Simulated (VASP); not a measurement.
# ZnS (P1) in VASP: a series of runs

The runs below take ZnS through single point, with PBE.

All numbers are computed with VASP 6.6.1; they aren't measurements. Logs are shortened: lines on timing, memory, paths and dates and some standing lists are left out, and cuts for length are marked.

**1. The cell of the first run**

The typed cell holds 18 atoms: a = 6.636 Å, b = 6.636 Å, c = 9.670 Å, α = 83.43°, β = 76.78°, γ = 60.00°.

**2. Single point, PBE**

Input file INCAR:

```
SYSTEM = ZnS
PREC     = Accurate       ! precision mode
ENCUT    = 520            ! plane-wave cutoff, eV
EDIFF    = 1E-6           ! SCF threshold, eV
ISMEAR   = -1             ! smearing method
SIGMA    = 0.0689         ! smearing width, eV
LREAL    = Auto         
LASPH    = .TRUE.         ! aspherical terms in the spheres
NELM     = 100            ! most SCF steps
ALGO     = Normal         ! electronic algorithm
ISIF     = 2              ! what is computed and relaxed
LWAVE    = .FALSE.        ! write WAVECAR
LCHARG   = .TRUE.         ! write CHGCAR
GGA      = PE             ! functional
LELF     = .TRUE.         ! ELF
LVHAR    = .TRUE.       
NBANDS   = 96             ! bands
```

Input file KPOINTS:

```
Automatic mesh
0
Gamma
  2 2 1
  0.5 0.5 0
```

Input file POSCAR:

```
ZnS
1.0
    0.0000000000     -6.6360917826      0.0000000000
    5.7470240656     -3.3180458913      0.0000000000
    0.0000000000     -2.2120305942      9.4138830691
Zn S
9 9
Direct
    0.6737289346      0.6621169420      0.9852465696
    0.3651186232      0.3013989467      0.9967216430
   -0.0125913296      0.0101003579      0.9995249496
    0.5056078172      0.6356066998      0.6560659352
    0.0971246337      0.3555746377      0.6462994022
    0.7810483515      1.0135741444      0.6690996642
    0.2721177600      0.6440122675      0.3103321954
    0.9098630007      0.3207388692      0.3416120613
    0.5420859938      0.9927976523      0.3477376951
    0.6173245488      0.6283855712      0.2453919369
    0.2707813626      0.3231629064      0.2517554109
    0.9220604870      0.0139961133      0.2512936461
    0.1408908590      0.6831869773      0.5827051345
    0.8241936097      0.3129767649      0.5922518858
    0.4746551500      0.0108778038      0.5813372611
    0.3203118146      0.6953139493      0.9245300729
    0.0198224513      0.3502120362      0.9148529822
    0.6836018048      0.9873203827      0.9152167004
```

Potentials or basis: VASP PAW PBE potentials, release 64 (Zn, S).

Run with:

```console
$ cat potpaw_PBE.64/Zn/POTCAR potpaw_PBE.64/S/POTCAR > POTCAR
$ mpirun -np 1 vasp_std > vasp.out
```

OUTCAR:

```text
SYSTEM = ZnS
   PREC = Accurate
   ENCUT = 520
   EDIFF = 1E-6
   ISMEAR = -1
   LREAL = Auto
   LASPH = .TRUE.
   NELM = 100
   ISIF = 2
   GGA = PE

 ion  position               nearest neighbor table
   1  0.674  0.662  0.985-  17 2.21  18 2.22  16 2.44  10 2.46
   2  0.365  0.301  0.997-  18 2.15  11 2.40  17 2.45  16 2.51
   3  0.987  0.010  1.000-  16 2.18  12 2.37  17 2.41  18 2.42
   4  0.506  0.636  0.656-  14 2.15  15 2.43  13 2.54  16 2.59
   5  0.097  0.356  0.646-  14 2.15  13 2.33  15 2.40  17 2.53
   6  0.781  0.014  0.669-  14 2.17  18 2.33  13 2.34  15 2.38
[... 10 lines left out ...]
  17  0.020  0.350  0.915-   1 2.21   3 2.41   2 2.45   5 2.53
  18  0.684  0.987  0.915-   2 2.15   1 2.22   6 2.33   3 2.42

  LATTYP: Found a base centered monoclinic cell.
 ALAT       =     6.6360917826
 B/A-ratio  =     1.7320508076
 C/A-ratio  =     1.4572248503
 COS(beta)  =    -0.2287452985

  Lattice vectors:

 A1 = (   5.7470240656,   3.3180458913,   0.0000000000)
 A2 = (  -5.7470240656,   3.3180458913,   0.0000000000)
 A3 = (   0.0000000000,  -2.2120305942,   9.4138830691)

Analysis of symmetry for initial positions (statically):
=====================================================================
 Subroutine PRICEL returns:
 Original cell was already a primitive cell.

 Routine SETGRP: Setting up the symmetry group for a
 base centered monoclinic supercell.

 Subroutine GETGRP returns: Found  1 space group operations
 (whereof  1 operations were pure point group operations)
 out of a pool of  4 trial point group operations.

The static configuration has the point symmetry C_1 .

Analysis of symmetry for dynamics (positions and initial velocities):
=====================================================================
 Subroutine PRICEL returns:
 Original cell was already a primitive cell.

 Routine SETGRP: Setting up the symmetry group for a
 base centered monoclinic supercell.

 Subroutine GETGRP returns: Found  1 space group operations
 (whereof  1 operations were pure point group operations)
 out of a pool of  4 trial point group operations.

The dynamic configuration has the point symmetry C_1 .

 Subroutine INISYM returns: Found  1 space group operations
 (whereof  1 operations are pure point group operations),
 and found     1 'primitive' translations

----------------------------------------------------------------------------------------

                                     Primitive cell

  volume of cell :     359.0246

  direct lattice vectors                    reciprocal lattice vectors
     0.000000000 -6.636091783  0.000000000    -0.087001550 -0.150691104 -0.035408697
     5.747024066 -3.318045891  0.000000000     0.174003099  0.000000000  0.000000000
     0.000000000 -2.212030594  9.413883069     0.000000000  0.000000000  0.106226091

  length of vectors
     6.636091783  6.636091783  9.670277855     0.177569295  0.174003099  0.106226091

  position of ions in fractional coordinates (direct lattice)
     0.673728935  0.662116942  0.985246570
     0.365118623  0.301398947  0.996721643
     0.987408670  0.010100358  0.999524950
     0.505607817  0.635606700  0.656065935
     0.097124634  0.355574638  0.646299402
     0.781048351  0.013574144  0.669099664
[... 10 lines left out ...]
     0.019822451  0.350212036  0.914852982
     0.683601805  0.987320383  0.915216700

  ion indices of the primitive-cell ions
   primitive index   ion index
                 1           1
                 2           2
                 3           3
                 4           4
                 5           5
                 6           6
[... 10 lines left out ...]
                17          17
                18          18

----------------------------------------------------------------------------------------

 KPOINTS: Automatic mesh

Automatic generation of k-mesh.
 Grid dimensions read from file:
 generate k-points for:    2    2    1

 Generating k-lattice:

  Cartesian coordinates                     Fractional coordinates (reciprocal lattice)
    -0.043500775 -0.075345552 -0.017704349     0.500000000  0.000000000  0.000000000
     0.087001550  0.000000000  0.000000000     0.000000000  0.500000000  0.000000000
     0.000000000  0.000000000  0.106226091     0.000000000  0.000000000  1.000000000

  Length of vectors
     0.088784647  0.087001550  0.106226091

  Shift w.r.t. Gamma in fractional coordinates (k-lattice)
     0.500000000  0.500000000  0.000000000

 Subroutine IBZKPT returns following result:
 ===========================================

 Found      4 irreducible k-points:

 Following reciprocal coordinates:
            Coordinates               Weight
  0.250000  0.250000  0.000000      2.000000
 -0.250000  0.000000 -0.000000      2.000000
 -0.250000  0.250000 -0.000000      2.000000
  0.250000  0.500000  0.000000      2.000000
   k-points           NKPTS =      4   k-points in BZ     NKDIM =      4   number of bands    NBANDS=     96
   number of dos      NEDOS =    301   number of ions     NIONS =     18
   total plane-waves  NPLWV = 180000
   dimension x,y,z NGX =    50 NGY =   50 NGZ =   72
   dimension x,y,z NGXF=   100 NGYF=  100 NGZF=  144
   ions per type =               9   9
   NGX,Y,Z   is equivalent  to a cutoff of  12.53, 12.53, 12.38 a.u.
   NGXF,Y,Z  is equivalent  to a cutoff of  25.05, 25.05, 24.76 a.u.
 SYSTEM =  ZnS
   PREC   = accura    normal or accurate (medium, high low for compatibility)
   ISTART =      0    job   : 0-new  1-cont  2-samecut
   ICHARG =      2    charge: 1-file 2-atom 10-const
   ISPIN  =      1    spin polarized calculation?
   LNONCOLLINEAR =      F non collinear calculations
   LSORBIT =      F    spin-orbit coupling
   LASPH  =      T    aspherical Exc in radial PAW
   ENCUT  =  520.0 eV  38.22 Ry    6.18 a.u.  12.34 12.34 17.98*2*pi/ulx,y,z
   NELM   =    100;   NELMIN=  2; NELMDL= -5     # of ELM steps
   EDIFF  = 0.1E-05   stopping-criterion for ELM
   LREAL  =      T    real-space projection
   EDIFFG = 0.1E-04   stopping-criterion for IOM
   NSW    =      0    number of steps for IOM
   IBRION =     -1    ionic relax: 0-MD 1-quasi-New 2-CG
   NFREE  =      0    steps in history (QN), initial steepest desc. (CG)
   ISIF   =      2    stress and relaxation
   ISYM   =      2    0-nonsym 1-usesym 2-fastsym
   POTIM  = 0.5000    time-step for ionic-motion
   TEBEG  =    0.0;   TEEND  =   0.0 temperature during run
   PSTRESS=    0.0 pullay stress
   NELECT =     162.0000    total number of electrons
   NUPDOWN=      -1.0000    fix difference up-down
   EMIN   =  10.00;   EMAX   =-10.00  energy-range for DOS
   EFERMI =   0.00;   METHOD = LEGACY
   ISMEAR =    -1;   SIGMA  =   0.07  broadening in eV -4-tet -1-fermi 0-gaus
   EFERMI_NEDOS =   21; number of points for ismear=-14 and -15
   IALGO  =     38    algorithm
   IMIX   =      4    mixing-type and parameters
     AMIX     =   0.40;   BMIX     =  1.00
     AMIX_MAG =   1.60;   BMIX_MAG =  1.00
  volume/ion in A,a.u.               =      19.95       134.60
  Fermi-wavevector in a.u.,A,eV,Ry     =   1.255659  2.372852 21.452033  1.576680
  Thomas-Fermi vector in A             =   2.389405
   LORBIT       =      0    0 simple, 1 ext, 2 COOP (PROOUT), +10 PAW based schemes
   GGA     = PE    functional components
   LHFCALC =     F    Hartree Fock is set to
   AEXX    =    0.0000 exact exchange contribution
   IVDW    =     0    specifies the selected vdW correction
   LEPSILON=     F    determine dielectric tensor
   LRPA    =     F    only Hartree local field effects (RPA)
 non-spin polarized calculation
  energy-cutoff  :      520.00
  volume of cell :      359.02
 maximum number of plane-waves:      9670
 NGX is ok and might be reduce to    50
   NGX = 25   NGY = 25   NGZ = 35

 number of electron     162.0000013 magnetization

 Free energy of the ion-electron system (eV)
  ---------------------------------------------------
  ext. energy  EPLUGINS =         0.00000000
  ---------------------------------------------------
  free energy    TOTEN  =       -59.74040889 eV

  energy without entropy =      -59.74040888  energy(sigma->0) =      -59.74040888

 E-fermi :   3.4868     XC(G=0):  -9.5794

 val. band max:        1.9514322362   @ k =  -0.2500   0.0000  -0.0000
 cond. band min:       5.0166578578   @ k =   0.2500   0.2500   0.0000
 fundamental gap:      3.0652256217
 Fermi energy:         3.4868377535

 k-point     1 :       0.2500    0.2500    0.0000
  band No.  band energies     occupation
      1     -11.5397      2.00000
      2     -10.8889      2.00000
      3     -10.4867      2.00000
      4     -10.2668      2.00000
      5     -10.0860      2.00000
      6      -9.8911      2.00000
[... 85 lines left out ...]
     92       7.4843      0.00000
     93       7.6598      0.00000

 k-point     2 :      -0.2500    0.0000   -0.0000
  band No.  band energies     occupation
      1     -11.5429      2.00000
      2     -10.8727      2.00000
      3     -10.5054      2.00000
      4     -10.2657      2.00000
      5     -10.0639      2.00000
      6      -9.9192      2.00000
[... 85 lines left out ...]
     92       7.4986      0.00000
     93       7.6279      0.00000

 k-point     3 :      -0.2500    0.2500   -0.0000
  band No.  band energies     occupation
      1     -11.4878      2.00000
      2     -10.8019      2.00000
      3     -10.4580      2.00000
      4     -10.3047      2.00000
      5     -10.1023      2.00000
      6      -9.9246      2.00000
[... 85 lines left out ...]
     92       7.1675      0.00000
     93       7.3613      0.00000

 k-point     4 :       0.2500    0.5000    0.0000
  band No.  band energies     occupation
      1     -11.4839      2.00000
      2     -10.8253      2.00000
      3     -10.4198      2.00000
      4     -10.3137      2.00000
      5     -10.1275      2.00000
      6      -9.8717      2.00000
[... 85 lines left out ...]
     92       7.1744      0.00000
     93       7.3834      0.00000
 [bands above 93 left out]

------------------------ aborting loop because EDIFF is reached ----------------------------------------

  FORCE on cell =-STRESS in cart. coord.  units (eV):
  Direction    XX          YY          ZZ          XY          YZ          ZX
  --------------------------------------------------------------------------------------
  -------------------------------------------------------------------------------------
  Total       10.1084281      6.2397066      1.0750366      1.4552024      0.9562449      1.6132892
  in kB       45.1097072     27.8452135      4.7974409      6.4939626      4.2673229      7.1994383
  external PRESSURE =      25.9174539 kB  Pullay stress =       0.0000000 kB

 VOLUME and BASIS-vectors are now :
 -----------------------------------------------------------------------------
  energy-cutoff  :      520.00
  volume of cell :      359.02
      direct lattice vectors                 reciprocal lattice vectors
     0.000000000 -6.636091783  0.000000000    -0.087001550 -0.150691104 -0.035408697
     5.747024066 -3.318045891  0.000000000     0.174003099  0.000000000  0.000000000
     0.000000000 -2.212030594  9.413883069     0.000000000  0.000000000  0.106226091

 POSITION                                       TOTAL-FORCE (eV/Angst)
 -----------------------------------------------------------------------------------
      3.80520     -8.84726      9.27500        -0.188611      1.111166      0.754459
      1.73215     -5.62780      9.38302         1.826219      0.987948      0.449052
      0.05805     -8.79703      9.40941         1.071218      0.252661      0.453449
      3.65285     -6.91547      6.17613         2.018977      1.542276      0.919575
      2.04350     -3.25397      6.08419         0.091995     -1.951019      1.072213
      0.07801     -6.70822      6.29883        -1.356447      0.755974      0.190334
[... 10 lines left out ...]
      2.01268     -3.31725      8.61232        -1.105031     -0.315470     -0.638905
      5.67415     -9.83691      8.61574         0.142955     -1.286814     -0.495964
 -----------------------------------------------------------------------------------
    total drift:                               -0.006385     -0.000901     -0.003972

  FREE ENERGIE OF THE ION-ELECTRON SYSTEM (eV)
  ---------------------------------------------------
  free  energy   TOTEN  =       -59.7404088852 eV

  energy  without entropy=      -59.7404088845  energy(sigma->0) =      -59.74040888
```

Wall time 3.3 min (1 thread of AMD EPYC 9R45 (Zen 5), shared host); peak memory 0.42 GiB.

What came out:

- Free energy: -59.7404 eV
- Pressure: 2.6 GPa
- Largest force: 2.702 eV/Å
- Band gap on the k mesh: 3.07 eV

Forces on the atoms (eV/Å):
```
Zn  -0.189  1.111  0.754
Zn   1.826  0.988  0.449
Zn   1.071  0.253  0.453
Zn   2.019  1.542  0.920
Zn   0.092 -1.951  1.072
Zn  -1.356  0.756  0.190
Zn   0.954  1.130  0.823
Zn  -0.039 -0.188 -0.319
Zn  -0.559 -0.611 -1.202
S    1.356 -0.966 -0.156
S   -0.143  0.617 -0.291
S   -1.248  0.482 -0.016
S   -0.509 -0.423 -0.459
S    0.197  0.238 -1.226
S   -0.424 -0.007  1.056
S   -2.085 -1.368 -0.914
S   -1.105 -0.315 -0.639
S    0.143 -1.287 -0.496
```

Caveat: the k points lie up to 0.67 Å⁻¹ apart; the atoms stand as in a frame of molecular dynamics; a shifted mesh leaves out Γ, where band edges can lie; forces of over 1 eV/Å act on the atoms, so gaps and moduli don't describe the material at rest.

**3. Single point, PBE**

Input file INCAR:

```
PREC     = Accurate       # precision mode
ENCUT    = 520            # plane-wave cutoff, eV
EDIFF    = 1E-7           # SCF threshold, eV
ISMEAR   = -1             # smearing method
SIGMA    = 0.0689         # smearing width, eV
LREAL    = Auto         
LASPH    = True           # aspherical terms in the spheres
NELM     = 100            # most SCF steps
ALGO     = Normal         # electronic algorithm
ISIF     = 2              # what is computed and relaxed
LWAVE    = False          # write WAVECAR
LCHARG   = True           # write CHGCAR
GGA      = PE             # functional
LELF     = True           # ELF
LVHAR    = True         
NBANDS   = 96             # bands
```

KPOINTS is that of step 2.

Input file POSCAR:

```
ZnS
1.0
    0.0000000000     -6.6360917826      0.0000000000
    5.7470240656     -3.3180458913      0.0000000000
    0.0000000000     -2.2120305942      9.4138830691
Zn S
9 9
Direct
    0.6392269973      0.6628364448      0.9712393847
    0.3281721845      0.3280730998      0.9927383771
   -0.0132214170      0.0196529541      0.9936594635
    0.4735673617      0.6601982098      0.6726903185
    0.1347347154      0.3316991504      0.6511777292
    0.7951990966      0.9819682214      0.6499589973
    0.2655953012      0.6356018277      0.3154166010
    0.9016754408      0.3306443436      0.3358122229
    0.5450801512      0.9823181416      0.3492295343
    0.6176211866      0.6657294204      0.2483728535
    0.2446051732      0.3322966771      0.2544503668
    0.9256566946      0.0110210083      0.2562903089
    0.1661268448      0.6719771757      0.5879506851
    0.8218494811      0.3391069844      0.5689251673
    0.4903847427     -0.0183731613      0.5976195964
    0.3396210714      0.6675606290      0.9103877685
    0.0273707322      0.3465116863      0.8966537972
    0.7092254373      0.9853007288      0.9155311296
```

Potentials or basis: VASP PAW PBE potentials, release 64 (Zn, S).

Run with:

```console
$ cat potpaw_PBE.64/Zn/POTCAR potpaw_PBE.64/S/POTCAR > POTCAR
$ mpirun -np 1 vasp_std > vasp.out
```

Wall time 3.5 min (1 thread of AMD EPYC 9R45 (Zen 5), shared host); peak memory 0.41 GiB.

It converged, with:

| Item | Value |
| --- | --- |
| Free energy | -60.2677 eV |
| Pressure | 2.0 GPa |
| Largest force | 1.790 eV/Å |
| Band gap on the k mesh | 3.06 eV (least direct gap 3.07 eV) |

Forces in eV/Å, atoms in the order of the input:
```
Zn   0.129 -1.551  0.883
Zn  -0.471 -0.160  0.324
Zn   0.115 -0.367  0.712
Zn  -0.654  0.522 -0.352
Zn   0.309  0.086 -0.097
Zn   0.527 -1.192  0.634
Zn   1.107 -0.330  0.545
Zn   0.176  0.491 -0.634
Zn   0.866 -0.820 -0.271
S   -0.521  1.307 -1.026
S   -0.711 -0.971 -0.794
S   -0.917  0.637 -0.614
S   -0.603  0.336 -0.964
S   -0.509  0.011  1.681
S    0.930  0.429 -0.862
S    0.009  0.260  0.543
S   -0.391  0.327  0.742
S    0.608  0.984 -0.452
```

Stress tensor (GPa, compression positive):
```
 1.90 -0.76  0.56
-0.76  3.35 -0.78
 0.56 -0.78  0.86
```

Levels at points of the mesh, in eV from the valence-band top:
```
           k point  band 79  band 80  band 81  band 82  band 83  band 84
(0.25, 0.25, 0.00)    -0.65    -0.10    -0.04     3.06     3.87     4.04
```

Caveat: the k points lie up to 0.67 Å⁻¹ apart; the atoms stand as in a frame of molecular dynamics; a shifted mesh leaves out Γ, where band edges can lie; forces of over 1 eV/Å act on the atoms, so gaps and moduli don't describe the material at rest.

(Part 1 of 2 ends here.)
